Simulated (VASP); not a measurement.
# Al4GeRu (F-43m) in VASP: a series of runs, part 2 of 2

VASP 6.6.1. The steps go on from the part before.

## Step 5: Single point, PBE

This run uses another cell than the first one, of 15.99 Å³/atom, 1.092 times its volume.

INCAR reads:

```
PREC     = Accurate       # precision mode
ENCUT    = 520            # plane-wave cutoff, eV
EDIFF    = 1E-6           # SCF threshold, eV
ISMEAR   = 0              # smearing method
SIGMA    = 0.1            # smearing width, eV
LREAL    = F              # projectors in reciprocal space
LASPH    = T              # aspherical terms in the spheres
NELM     = 80             # most SCF steps
ALGO     = Fast           # electronic algorithm
ISIF     = 2              # what is computed and relaxed
LWAVE    = F              # write WAVECAR
LCHARG   = F              # write CHGCAR
GGA      = PE             # functional
NBANDS   = 29             # bands
```

KPOINTS reads:

```
Automatic mesh
0
Gamma
  10 10 10
```

POSCAR reads:

```
Al4GeRu
1.0
    0.0000000000      3.6334506068      3.6334506068
    3.6334506068      0.0000000000      3.6334506068
    3.6334506068      3.6334506068      0.0000000000
Al Ge Ru
4 1 1
Direct
    0.3744068960      0.8767793120      0.3744068960
    0.3744068960      0.3744068960      0.8767793120
    0.8767793120      0.3744068960      0.3744068960
    0.3744068960      0.3744068960      0.3744068960
    0.7500000000      0.7500000000      0.7500000000
    0.0000000000      0.0000000000      0.0000000000
```

The run is started by

```bash
cat potpaw_PBE.64/Al/POTCAR potpaw_PBE.64/Ge_d/POTCAR potpaw_PBE.64/Ru_pv/POTCAR > POTCAR
mpirun -np 1 vasp_std > vasp.out
```

Run time: 6.6 min. Hardware: 1 thread of AMD EPYC 7R13, shared host; peak memory 0.29 GiB.

The run converged. Its results:

```
Free energy            : -27.6961 eV
Pressure               : 0.0 GPa
Band gap on the k mesh : zero (band 20 reaches 9.38 eV, above the bottom of band 21 at 8.28 eV)
```

Levels at points of the mesh, in eV from the Fermi level:
```csv
k point,band 18,band 19,band 20,band 21,band 22,band 23
"(0.00, 0.00, 0.00)",-2.39,-2.39,0.02,0.02,0.02,0.83
"(0.50, 0.00, 0.00)",-2.19,-0.66,0.10,0.10,0.41,2.56
"(0.50, 0.50, 0.00)",-1.51,-0.72,0.45,2.13,2.14,2.14
```

## Step 6: Single point, PBE, collinear spin, ferromagnetic start

This run uses another cell than the first one, of 16.04 Å³/atom, 1.095 times its volume.

INCAR reads:

```
PREC = Accurate
ENCUT = 520
EDIFF = 1E-7
ISMEAR = 0
SIGMA = 0.1
LREAL = F
LASPH = T
NELM = 150
ALGO = Normal
ISIF = 2
LWAVE = F
LCHARG = T
ISPIN = 2
MAGMOM = 0 0 0 0 0 1
LORBIT = 11
LMAXMIX = 4
GGA = PE
LELF = T
LVHAR = T
NBANDS = 33
```

KPOINTS reads:

```
regular mesh
0
Gamma
  4 4 4
```

POSCAR reads:

```
Al4GeRu
1.0
    0.0000000000      3.6370362307      3.6370362307
    3.6370362307      0.0000000000      3.6370362307
    3.6370362307      3.6370362307      0.0000000000
Al Ge Ru
4 1 1
Direct
    0.3743832256      0.8768503232      0.3743832256
    0.3743832256      0.3743832256      0.8768503232
    0.8768503232      0.3743832256      0.3743832256
    0.3743832256      0.3743832256      0.3743832256
    0.7500000000      0.7500000000      0.7500000000
    0.0000000000      0.0000000000      0.0000000000
```

Potentials or basis: VASP PAW PBE potentials, release 64 (Al, Ge_d, Ru_pv).

The run is started by

```bash
cat potpaw_PBE.64/Al/POTCAR potpaw_PBE.64/Ge_d/POTCAR potpaw_PBE.64/Ru_pv/POTCAR > POTCAR
mpirun -np 1 vasp_std > vasp.out
```

Run time: 2.4 min. Hardware: 1 thread of AMD EPYC 7R13, shared host; peak memory 0.27 GiB.

Results (log left out):

| Quantity | Value |
| --- | --- |
| Free energy | -27.6950 eV |
| Pressure | 0.1 GPa |
| Largest force | 0.062 eV/Å |
| Band gap on the k mesh | zero (filled and empty bands overlap) |
| Net moment | 0.00 μB per cell |
| Valence electrons inside the program's atomic spheres | Al 0.81; Ge 12.21; Ru 12.38 |

Forces in eV/Å, atoms in the order of the input:
```
Al   0.036 -0.036  0.036
Al   0.036  0.036 -0.036
Al  -0.036  0.036  0.036
Al  -0.036 -0.036 -0.036
Ge   0.000  0.000  0.000
Ru   0.000  0.000  0.000
```

Levels at points of the mesh, in eV from the Fermi level:
Spin up:
```tsv
k point	band 18	band 19	band 20	band 21	band 22	band 23
(0.00, 0.00, 0.00)	-2.50	-2.50	-0.08	-0.08	-0.08	0.72
(0.50, 0.00, 0.00)	-2.29	-0.77	-0.01	-0.01	0.30	2.45
(0.50, 0.50, 0.00)	-1.61	-0.83	0.33	2.03	2.03	2.03
```
Spin down:
```tsv
k point	band 18	band 19	band 20	band 21	band 22	band 23
(0.00, 0.00, 0.00)	-2.50	-2.50	-0.08	-0.08	-0.08	0.72
(0.50, 0.00, 0.00)	-2.29	-0.77	-0.01	-0.01	0.30	2.45
(0.50, 0.50, 0.00)	-1.61	-0.83	0.33	2.03	2.03	2.03
```

Caveat: the k points lie up to 0.37 Å⁻¹ apart.

## Step 7: Relaxation of cell and atoms, PBE

This run uses another cell than the first one, of 16.04 Å³/atom, 1.095 times its volume.

INCAR reads:

```
SYSTEM = Al4GeRu
PREC = Accurate ; ENCUT = 600
EDIFF = 1E-6 ; ISMEAR = 0
SIGMA = 0.1 ; LREAL = .False.
LASPH = .True. ; NELM = 80
ALGO = Fast ; ISIF = 3
LWAVE = .False. ; LCHARG = .False.
GGA = PE ; IBRION = 2
NSW = 100 ; EDIFFG = -0.01
```

KPOINTS reads:

```
regular mesh
0
Gamma
  10 10 10
  0 0 0
```

POSCAR is that of step 6.

Potentials or basis: VASP PAW PBE potentials, release 64 (Al, Ge_d, Ru_pv).

The run is started by

```bash
cat potpaw_PBE.64/Al/POTCAR potpaw_PBE.64/Ge_d/POTCAR potpaw_PBE.64/Ru_pv/POTCAR > POTCAR
mpirun -np 1 vasp_std > vasp.out
```

OUTCAR:

```text
SYSTEM = Al4GeRu
   PREC = Accurate
   ENCUT = 600
   EDIFF = 1E-6
   ISMEAR = 0
   LREAL = .False.
   LASPH = .True.
   NELM = 80
   ISIF = 3
   GGA = PE
   IBRION = 2
   NSW = 100
   EDIFFG = -0.01

 ion  position               nearest neighbor table
   1  0.374  0.877  0.374-   2 2.56   3 2.56   4 2.56   3 2.58   2 2.58   4 2.58   6 3.01   6 3.01
                             6 3.01   5 3.02   5 3.02   5 3.02
   2  0.374  0.374  0.877-   1 2.56   3 2.56   4 2.56   1 2.58   3 2.58   4 2.58   6 3.01   6 3.01
                             6 3.01   5 3.02   5 3.02   5 3.02
[... 916 lines left out ...]
  Total        0.0089951      0.0089951      0.0089951      0.0000000      0.0000000     -0.0000000
  in kB        0.1503020      0.1503020      0.1503020      0.0000000      0.0000000     -0.0000000
  external PRESSURE =       0.1503020 kB  Pullay stress =       0.0000000 kB

 VOLUME and BASIS-vectors are now :
 -----------------------------------------------------------------------------
  energy-cutoff  :      600.00
  volume of cell :       95.88
      direct lattice vectors                 reciprocal lattice vectors
    -0.000000000  3.632786247  3.632786247    -0.137635403  0.137635403  0.137635403
     3.632786247  0.000000000  3.632786247     0.137635403 -0.137635403  0.137635403
     3.632786247  3.632786247  0.000000000     0.137635403  0.137635403 -0.137635403

 POSITION                                       TOTAL-FORCE (eV/Angst)
 -----------------------------------------------------------------------------------
      4.54525      2.72032      4.54525         0.001906     -0.001906      0.001906
      4.54525      4.54525      2.72032         0.001906      0.001906     -0.001906
      2.72032      4.54525      4.54525        -0.001906      0.001906      0.001906
      2.72032      2.72032      2.72032        -0.001906     -0.001906     -0.001906
      5.44918      5.44918      5.44918         0.000000      0.000000      0.000000
      0.00000      0.00000      0.00000         0.000000      0.000000      0.000000
 -----------------------------------------------------------------------------------
    total drift:                                0.000000      0.000000      0.000000

  FREE ENERGIE OF THE ION-ELECTRON SYSTEM (eV)
  ---------------------------------------------------
  free  energy   TOTEN  =       -27.6964239683 eV

  energy  without entropy=      -27.6734262908  energy(sigma->0) =      -27.68492513

 reached required accuracy - stopping structural energy minimisation
```

OSZICAR:

```text
N       E                     dE             d eps       ncg     rms          rms(c)
DAV:   1     0.333152474709E+03    0.33315E+03   -0.20887E+04  2688   0.289E+03
DAV:   2     0.568918922538E+01   -0.32746E+03   -0.32302E+03  2384   0.733E+02
DAV:   3    -0.277473882596E+02   -0.33437E+02   -0.33082E+02  2808   0.138E+02
[... 22 lines left out ...]
RMM:   5    -0.276964014750E+02    0.51355E-03   -0.12948E-03  2451   0.238E-01    0.175E-02
RMM:   6    -0.276964231131E+02   -0.21638E-04   -0.22082E-04  2859   0.883E-02    0.229E-02
RMM:   7    -0.276964227293E+02    0.38383E-06   -0.46219E-05  2807   0.494E-02    0.594E-03
RMM:   8    -0.276964236165E+02   -0.88724E-06   -0.12052E-05  2482   0.214E-02    0.272E-03
RMM:   9    -0.276964239683E+02   -0.35178E-06   -0.19537E-06  1448   0.125E-02
   2 F= -.27696424E+02 E0= -.27684925E+02  d E =-.278134E-03
```

CONTCAR:

```text
Al4GeRu
   1.00000000000000
    -0.0000000000000000    3.6327862468317487    3.6327862468317487
     3.6327862468317487    0.0000000000000000    3.6327862468317487
     3.6327862468317487    3.6327862468317487    0.0000000000000000
  Al              Ge              Ru
     4     1     1
Direct
     0.3744129228231889    0.8767612315304334    0.3744129228231889
     0.3744129228231889    0.3744129228231889    0.8767612315304334
     0.8767612315304334    0.3744129228231889    0.3744129228231889
     0.3744129228231889    0.3744129228231889    0.3744129228231889
     0.7500000000000000    0.7500000000000000    0.7500000000000000
     0.0000000000000000    0.0000000000000000    0.0000000000000000

  0.00000000E+00  0.00000000E+00  0.00000000E+00
  0.00000000E+00  0.00000000E+00  0.00000000E+00
  0.00000000E+00  0.00000000E+00  0.00000000E+00
  0.00000000E+00  0.00000000E+00  0.00000000E+00
  0.00000000E+00  0.00000000E+00  0.00000000E+00
  0.00000000E+00  0.00000000E+00  0.00000000E+00
```

It took 9.2 min on 1 thread of AMD EPYC 7R13, shared host; peak memory 0.33 GiB.

Results:

| Item | Value |
| --- | --- |
| Free energy | -27.6964 eV |
| Relaxed volume | 15.98 Å³/atom |
| Relaxed cell | a = 5.138 Å, b = 5.138 Å, c = 5.138 Å, α = 60.00°, β = 60.00°, γ = 60.00° |
| Space group after relaxing (to 0.05 Å) | F-43m (No. 216) |
| Energy gained by relaxing | 0.0 meV/atom |
| Ionic steps | 2 |
| Pressure after relaxing | 0.0 GPa |
| Largest force after relaxing | 0.003 eV/Å |
| Band gap on the k mesh | zero (band 20 reaches 9.38 eV, above the bottom of band 21 at 8.29 eV) |

Forces on the atoms (eV/Å):
```
Al   0.002 -0.002  0.002
Al   0.002  0.002 -0.002
Al  -0.002  0.002  0.002
Al  -0.002 -0.002 -0.002
Ge   0.000  0.000  0.000
Ru   0.000  0.000  0.000
```

Step by step:
```csv
step,energy change (eV),largest force (eV/Å),pressure (GPa),volume (Å³)
1,0.0000,0.0078,-0.24,96.22
2,-0.0003,0.0033,0.02,95.88
```

Final structure:
```cif
data_structure
_symmetry_space_group_name_H-M 'P 1'
_symmetry_Int_Tables_number 1
_cell_length_a 5.1375
_cell_length_b 5.1375
_cell_length_c 5.1375
_cell_angle_alpha 60.000
_cell_angle_beta 60.000
_cell_angle_gamma 60.000
_cell_volume 95.88
loop_
_atom_site_label
_atom_site_type_symbol
_atom_site_fract_x
_atom_site_fract_y
_atom_site_fract_z
_atom_site_occupancy
Al1 Al 0.37441 0.87676 0.37441 1
Al2 Al 0.37441 0.37441 0.87676 1
Al3 Al 0.87676 0.37441 0.37441 1
Al4 Al 0.37441 0.37441 0.37441 1
Ge1 Ge 0.75000 0.75000 0.75000 1
Ru1 Ru 0.00000 0.00000 0.00000 1
```

## Step 8: Summary

```csv
task,spin,cell,k mesh,cutoff (eV),gap on the mesh (eV),pressure (GPa),relaxed volume (Å³/atom),largest force (eV/Å)
single point,off,"a = 4.991 Å, angles 60.0°, 6 atoms",4 × 4 × 4,520,none,11.3,-,0.94
single point,off,"a = 5.144 Å, angles 60.0°, 6 atoms",4 × 4 × 4,520,none,0.1,-,0.06
relaxation of cell and atoms,off,"relaxed from a = 4.991 Å, angles 60.0°, 6 atoms",4 × 4 × 4,600,none,0.1,16.04,0.01
single point,off,"a = 5.138 Å, angles 60.0°, 6 atoms",10 × 10 × 10,520,none,0.0,-,-
single point,"collinear, ferromagnetic start","a = 5.144 Å, angles 60.0°, 6 atoms",4 × 4 × 4,520,none,0.1,-,0.06
relaxation of cell and atoms,off,"relaxed from a = 5.144 Å, angles 60.0°, 6 atoms",10 × 10 × 10,600,none,0.0,15.98,-
```

Alike in all rows: level PBE; potentials or basis VASP PAW PBE potentials, release 64 (Al, Ge_d, Ru_pv); smearing gaussian 0.1 eV.

Caveats: some runs use coarse meshes.

Absolute energies hang on the potentials; compare differences alone.
